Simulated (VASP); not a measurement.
# Mo (Im-3m) in VASP: notebook

Runs on Mo. Level: PBE. Tasks: single point.

All numbers are computed with VASP 6.6.1; they aren't measurements. Logs are shortened: lines on timing, memory, paths and dates and some standing lists are left out, and cuts for length are marked.

**1. The cell of the first run**

It takes space group Im-3m (No. 229, cubic). Conventional cell: a = 3.161 Å, b = 3.161 Å, c = 3.161 Å, α = 90.00°, β = 90.00°, γ = 90.00°. Within 3.6 Å of Mo (site symmetry m-3m) lie 14 Mo at 2.74 to 3.16 Å.

**2. Single point, PBE**

The input, INCAR:

```
SYSTEM = Mo
PREC     = Accurate       ! precision mode
ENCUT    = 520            ! plane-wave cutoff, eV
EDIFF    = 1E-6           ! SCF threshold, eV
ISMEAR   = -1             ! smearing method
SIGMA    = 0.1            ! smearing width, eV
LREAL    = .FALSE.        ! projectors in reciprocal space
LASPH    = .TRUE.         ! aspherical terms in the spheres
NELM     = 80             ! most SCF steps
ALGO     = Normal         ! electronic algorithm
ISIF     = 2              ! what is computed and relaxed
LWAVE    = .FALSE.        ! write WAVECAR
LCHARG   = .TRUE.         ! write CHGCAR
GGA      = PE             ! functional
LELF     = .TRUE.         ! ELF
LVHAR    = .TRUE.       
NBANDS   = 21             ! bands
```

The input, KPOINTS:

```
Automatic mesh
0
G
  13 13 8
  0 0 0
```

The input, POSCAR:

```
Mo
1.0
   -1.5804199649      1.5804199649      1.5804199649
    1.5804199649     -1.5804199649      1.5804199649
    3.1608399299      3.1608399299      0.0000000000
Mo
2
Direct
    0.0000000000      0.0000000000      0.0000000000
    0.5000000000      0.5000000000      0.5000000000
```

Potentials or basis: VASP PAW PBE potentials, release 64 (Mo_sv).

Run with:

```
cat potpaw_PBE.64/Mo_sv/POTCAR > POTCAR
mpirun -np 1 vasp_std > vasp.out
```

OUTCAR:

```text
SYSTEM = Mo
   PREC = Accurate
   ENCUT = 520
   EDIFF = 1E-6
   ISMEAR = -1
   LREAL = .FALSE.
   LASPH = .TRUE.
   NELM = 80
   ISIF = 2
   GGA = PE

 ion  position               nearest neighbor table
   1  0.000  0.000  0.000-   2 2.74   2 2.74   2 2.74   2 2.74   2 3.16   2 3.16   2 3.16   2 3.16

   2  0.500  0.500  0.500-   1 2.74   1 2.74   1 2.74   1 2.74   1 3.16   1 3.16   1 3.16   1 3.16

  LATTYP: Found a base centered orthorhombic cell.
 ALAT       =     3.1608399298
 B/A-ratio  =     1.4142135624
 C/A-ratio  =     1.4142135624

  Lattice vectors:

 A1 = (  -1.5804199649,   1.5804199649,   1.5804199649)
 A2 = (   1.5804199649,  -1.5804199649,   1.5804199649)
 A3 = (   3.1608399299,   3.1608399299,   0.0000000000)

Analysis of symmetry for initial positions (statically):
=====================================================================
 Subroutine PRICEL returns following result:

  LATTYP: Found a body centered cubic cell.
 ALAT       =     3.1608399298

  Lattice vectors:

 A1 = (  -1.5804199649,   1.5804199649,  -1.5804199649)
 A2 = (  -1.5804199650,  -1.5804199650,   1.5804199649)
 A3 = (   1.5804199650,   1.5804199650,   1.5804199649)

   2 primitive cells build up your supercell.

 Routine SETGRP: Setting up the symmetry group for a
 base centered orthorhombic supercell.

 Subroutine GETGRP returns: Found  8 space group operations
 (whereof  8 operations were pure point group operations)
 out of a pool of  8 trial point group operations.

The static configuration has the point symmetry D_2h.

Analysis of symmetry for dynamics (positions and initial velocities):
=====================================================================
 Subroutine PRICEL returns following result:

  LATTYP: Found a body centered cubic cell.
 ALAT       =     3.1608399298

  Lattice vectors:

 A1 = (  -1.5804199649,   1.5804199649,  -1.5804199649)
 A2 = (  -1.5804199650,  -1.5804199650,   1.5804199649)
 A3 = (   1.5804199650,   1.5804199650,   1.5804199649)

   2 primitive cells build up your supercell.

 Routine SETGRP: Setting up the symmetry group for a
 base centered orthorhombic supercell.

 Subroutine GETGRP returns: Found  8 space group operations
 (whereof  8 operations were pure point group operations)
 out of a pool of  8 trial point group operations.

The dynamic configuration has the point symmetry D_2h.

 Subroutine INISYM returns: Found  8 space group operations
 (whereof  8 operations are pure point group operations),
 and found     2 'primitive' translations

----------------------------------------------------------------------------------------

                                     Primitive cell

  volume of cell :      15.7898

  direct lattice vectors                    reciprocal lattice vectors
    -1.580419965  1.580419965 -1.580419965    -0.316371604  0.316371604  0.000000000
    -1.580419965 -1.580419965  1.580419965    -0.316371604  0.000000000  0.316371604
     1.580419965  1.580419965  1.580419965    -0.000000000  0.316371604  0.316371604

  length of vectors
     2.737367677  2.737367677  2.737367677     0.447417014  0.447417014  0.447417014

  position of ions in fractional coordinates (direct lattice)
     0.000000000  0.000000000  0.000000000

  ion indices of the primitive-cell ions
   primitive index   ion index
                 1           1

----------------------------------------------------------------------------------------

 KPOINTS: Automatic mesh

Automatic generation of k-mesh.
 Grid dimensions read from file:
 generate k-points for:   13   13    8

 Generating k-lattice:

  Cartesian coordinates                     Fractional coordinates (reciprocal lattice)
    -0.012168139  0.012168139  0.024336277     0.076923077  0.000000000  0.000000000
     0.012168139 -0.012168139  0.024336277     0.000000000  0.076923077  0.000000000
     0.019773225  0.019773225  0.000000000     0.000000000  0.000000000  0.125000000

  Length of vectors
     0.029805731  0.029805731  0.027963563

  Shift w.r.t. Gamma in fractional coordinates (k-lattice)
     0.000000000  0.000000000  0.000000000

 Subroutine IBZKPT returns following result:
 ===========================================

 Found    245 irreducible k-points:

 Following reciprocal coordinates:
            Coordinates               Weight
  0.000000  0.000000  0.000000      1.000000
  0.076923  0.000000  0.000000      4.000000
  0.153846  0.000000  0.000000      4.000000
  0.230769  0.000000  0.000000      4.000000
  0.307692  0.000000  0.000000      4.000000
  0.384615  0.000000  0.000000      4.000000
[... 16 lines left out ...]
  0.384615  0.153846  0.000000      4.000000
  0.461538  0.153846  0.000000      4.000000
 [... further k-points ...]
   k-points           NKPTS =    245   k-points in BZ     NKDIM =    245   number of bands    NBANDS=     21
   number of dos      NEDOS =    301   number of ions     NIONS =      2
   total plane-waves  NPLWV =  14400
   dimension x,y,z NGX =    20 NGY =   20 NGZ =   36
   dimension x,y,z NGXF=    40 NGYF=   40 NGZF=   72
   ions per type =               2
   NGX,Y,Z   is equivalent  to a cutoff of  12.15, 12.15, 13.39 a.u.
   NGXF,Y,Z  is equivalent  to a cutoff of  24.29, 24.29, 26.78 a.u.
 SYSTEM =  Mo
   PREC   = accura    normal or accurate (medium, high low for compatibility)
   ISTART =      0    job   : 0-new  1-cont  2-samecut
   ICHARG =      2    charge: 1-file 2-atom 10-const
   ISPIN  =      1    spin polarized calculation?
   LNONCOLLINEAR =      F non collinear calculations
   LSORBIT =      F    spin-orbit coupling
   LASPH  =      T    aspherical Exc in radial PAW
   ENCUT  =  520.0 eV  38.22 Ry    6.18 a.u.   5.09  5.09  8.31*2*pi/ulx,y,z
   NELM   =     80;   NELMIN=  2; NELMDL= -5     # of ELM steps
   EDIFF  = 0.1E-05   stopping-criterion for ELM
   LREAL  =      F    real-space projection
   EDIFFG = 0.1E-04   stopping-criterion for IOM
   NSW    =      0    number of steps for IOM
   IBRION =     -1    ionic relax: 0-MD 1-quasi-New 2-CG
   NFREE  =      0    steps in history (QN), initial steepest desc. (CG)
   ISIF   =      2    stress and relaxation
   ISYM   =      2    0-nonsym 1-usesym 2-fastsym
   POTIM  = 0.5000    time-step for ionic-motion
   TEBEG  =    0.0;   TEEND  =   0.0 temperature during run
   PSTRESS=    0.0 pullay stress
   NELECT =      28.0000    total number of electrons
   NUPDOWN=      -1.0000    fix difference up-down
   EMIN   =  10.00;   EMAX   =-10.00  energy-range for DOS
   EFERMI =   0.00;   METHOD = LEGACY
   ISMEAR =    -1;   SIGMA  =   0.10  broadening in eV -4-tet -1-fermi 0-gaus
   EFERMI_NEDOS =   21; number of points for ismear=-14 and -15
   IALGO  =     38    algorithm
   IMIX   =      4    mixing-type and parameters
     AMIX     =   0.40;   BMIX     =  1.00
     AMIX_MAG =   1.60;   BMIX_MAG =  1.00
  volume/ion in A,a.u.               =      15.79       106.56
  Fermi-wavevector in a.u.,A,eV,Ry     =   1.572745  2.972057 33.654380  2.473527
  Thomas-Fermi vector in A             =   2.674133
   LORBIT       =      0    0 simple, 1 ext, 2 COOP (PROOUT), +10 PAW based schemes
   GGA     = PE    functional components
   LHFCALC =     F    Hartree Fock is set to
   AEXX    =    0.0000 exact exchange contribution
   IVDW    =     0    specifies the selected vdW correction
   LEPSILON=     F    determine dielectric tensor
   LRPA    =     F    only Hartree local field effects (RPA)
 non-spin polarized calculation
  energy-cutoff  :      520.00
  volume of cell :       31.58
 maximum number of plane-waves:       866
   NGX = 11   NGY = 11   NGZ = 17

 number of electron      27.9999998 magnetization

 Free energy of the ion-electron system (eV)
  ---------------------------------------------------
  ext. energy  EPLUGINS =         0.00000000
  ---------------------------------------------------
  free energy    TOTEN  =       -21.89687842 eV

  energy without entropy =      -21.85550694  energy(sigma->0) =      -21.87619268

 E-fermi :  12.4674     XC(G=0): -13.3338

 val. band max:       12.4601748526   @ k =   0.0769   0.0769   0.1250
 cond. band min:      12.4693813620   @ k =   0.3077   0.0769   0.0000
 fundamental gap:      0.0092065094
 Fermi energy:        12.4673825364

 k-point     1 :       0.0000    0.0000    0.0000
  band No.  band energies     occupation
      1     -48.8478      2.00000
      2     -48.5935      2.00000
      3     -23.4896      2.00000
      4     -22.5702      2.00000
      5     -22.1512      2.00000
      6     -22.1402      2.00000
[... 13 lines left out ...]
     20      17.1070      0.00000
     21      23.9242      0.00000

 k-point     2 :       0.0769    0.0000    0.0000
  band No.  band energies     occupation
      1     -48.8370      2.00000
      2     -48.5899      2.00000
      3     -23.4645      2.00000
      4     -22.5944      2.00000
      5     -22.2025      2.00000
      6     -22.1824      2.00000
[... 13 lines left out ...]
     20      17.5961      0.00000
     21      23.7546      0.00000

 k-point     3 :       0.1538    0.0000    0.0000
  band No.  band energies     occupation
      1     -48.8065      2.00000
      2     -48.5806      2.00000
      3     -23.3912      2.00000
      4     -22.6805      2.00000
      5     -22.3773      2.00000
      6     -22.2469      2.00000
[... 13 lines left out ...]
     20      18.8722      0.00000
     21      23.3238      0.00000

 k-point     4 :       0.2308    0.0000    0.0000
  band No.  band energies     occupation
      1     -48.7612      2.00000
      2     -48.5694      2.00000
      3     -23.2763      2.00000
      4     -22.8376      2.00000
      5     -22.6201      2.00000
      6     -22.2939      2.00000
[... 13 lines left out ...]
     20      20.4870      0.00000
     21      22.7893      0.00000

 k-point     5 :       0.3077    0.0000    0.0000
  band No.  band energies     occupation
      1     -48.7082      2.00000
      2     -48.5621      2.00000
      3     -23.1297      2.00000
      4     -23.0236      2.00000
      5     -22.8753      2.00000
      6     -22.3523      2.00000
[... 13 lines left out ...]
     20      22.2013      0.00000
     21      22.4394      0.00000
[... 382 lines left out ...]
     20      22.1347      0.00000
     21      22.2447      0.00000

 k-point    22 :       0.3077    0.1538    0.0000
  band No.  band energies     occupation
      1     -48.6370      2.00000
      2     -48.5749      2.00000
      3     -23.0057      2.00000
      4     -22.9359      2.00000
      5     -22.8869      2.00000
      6     -22.5554      2.00000
[... 13 lines left out ...]
     20      22.0548      0.00000
     21      22.7437      0.00000

 k-point    23 :       0.3846    0.1538    0.0000
  band No.  band energies     occupation
      1     -48.5865      2.00000
      2     -48.5824      2.00000
      3     -23.1491      2.00000
      4     -23.1165      2.00000
      5     -22.7135      2.00000
      6     -22.6816      2.00000
[... 13 lines left out ...]
     20      21.0355      0.00000
     21      23.0919      0.00000

 k-point    24 :       0.4615    0.1538    0.0000
  band No.  band energies     occupation
      1     -48.6016      2.00000
      2     -48.5473      2.00000
      3     -23.2161      2.00000
      4     -23.2160      2.00000
      5     -22.8258      2.00000
      6     -22.5477      2.00000
[... 13 lines left out ...]
     20      19.4289      0.00000
     21      24.7427      0.00000

 [... further k-points ...]
[... 5 lines left out ...]
  --------------------------------------------------------------------------------------
  -------------------------------------------------------------------------------------
  Total        0.1079838      0.1079838      0.0808883      0.0409845      0.0000000      0.0000000
  in kB        5.4784992      5.4784992      4.1038256      2.0793266      0.0000000      0.0000000
  external PRESSURE =       5.0202747 kB  Pullay stress =       0.0000000 kB

 VOLUME and BASIS-vectors are now :
 -----------------------------------------------------------------------------
  energy-cutoff  :      520.00
  volume of cell :       31.58
      direct lattice vectors                 reciprocal lattice vectors
    -1.580419965  1.580419965  1.580419965    -0.158185802  0.158185802  0.316371604
     1.580419965 -1.580419965  1.580419965     0.158185802 -0.158185802  0.316371604
     3.160839930  3.160839930  0.000000000     0.158185802  0.158185802  0.000000000

 POSITION                                       TOTAL-FORCE (eV/Angst)
 -----------------------------------------------------------------------------------
      0.00000      0.00000      0.00000         0.000000      0.000000      0.000000
      1.58042      1.58042      1.58042        -0.000000     -0.000000     -0.000000
 -----------------------------------------------------------------------------------
    total drift:                                0.000000      0.000000      0.000000

  FREE ENERGIE OF THE ION-ELECTRON SYSTEM (eV)
  ---------------------------------------------------
  free  energy   TOTEN  =       -21.8968784215 eV

  energy  without entropy=      -21.8555069449  energy(sigma->0) =      -21.87619268
```

Wall time 40 s (1 thread of Intel Xeon 6975P-C (Granite Rapids), shared host); peak memory 0.23 GiB.

What came out:

```yaml
Free_energy: -21.8969 eV
Pressure: 0.5 GPa
Band_gap_on_the_k_mesh: zero (band 14 reaches 14.24 eV, above the bottom of band 15 at 11.61 eV)
```

(Part 1 of 2 ends here.)
